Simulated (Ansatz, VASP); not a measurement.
## NaI: VASP beside Ansatz

The input INCAR:

```
PREC = Accurate ; ENCUT = 520
EDIFF = 1E-7 ; ISMEAR = 0
SIGMA = 0.05 ; LREAL = F
LASPH = T ; NELM = 100
ALGO = Normal ; ISIF = 2
LWAVE = F ; LCHARG = F
GGA = PE ; NBANDS = 14
```

KPOINTS

```
regular mesh
0
Gamma
  10 10 10
```

POSCAR

```
NaI
1.0
    0.0000000000      3.2861571477      3.2861571477
    3.2861571477      0.0000000000      3.2861571477
    3.2861571477      3.2861571477      0.0000000000
Na I
1 1
Direct
    0.0000000000      0.0000000000      0.0000000000
    0.5000000000      0.5000000000      0.5000000000
```

Input for Ansatz:

```yaml
crystal:
  lattice:
    - [0.0, 3.2861571477, 3.2861571477]
    - [3.2861571477, 0.0, 3.2861571477]
    - [3.2861571477, 3.2861571477, 0.0]
  atoms:
    - { symbol: Na, position: [0.0, 0.0, 0.0] }
    - { symbol: I, position: [0.5, 0.5, 0.5] }
basis:
  ecutwfc: 420
  ecutrho_ratio: 4
kpoints:
  mp_grid: { grid: [10, 10, 10] }
hamiltonian:
  xc: pbe
scf:
  occupations: { method: gaussian, width: 0.05 }
output:
  forces: true
  stress: true
  eigenvalues: true
```

Alike in both runs: task single point; functional PBE; k mesh 10 × 10 × 10; occupations gaussian, width 0.05 eV; no spin polarisation.

|  | VASP | Ansatz |
| --- | --- | --- |
| version | VASP 6.6.1 | Ansatz 0.2.0 |
| potentials or method | VASP PAW PBE potentials, release 64 (Na_pv, I), cutoff 520 eV | scalar-relativistic, plane waves, PAW |
| valence electrons in the cell | 14 | 26 |

```csv
,VASP,Ansatz,Ansatz less VASP
gap on the k mesh at the Fermi level (eV),3.52,3.53,+0.003
least direct gap on the mesh (eV),3.52,3.53,+0.003
pressure (GPa),-0.3,-0.3,-0.01
```

VASP's potentials hold 14 valence electrons a cell and Ansatz's 26, so a difference there can come from the potentials and not from the codes.

Spin-orbit coupling is off throughout.
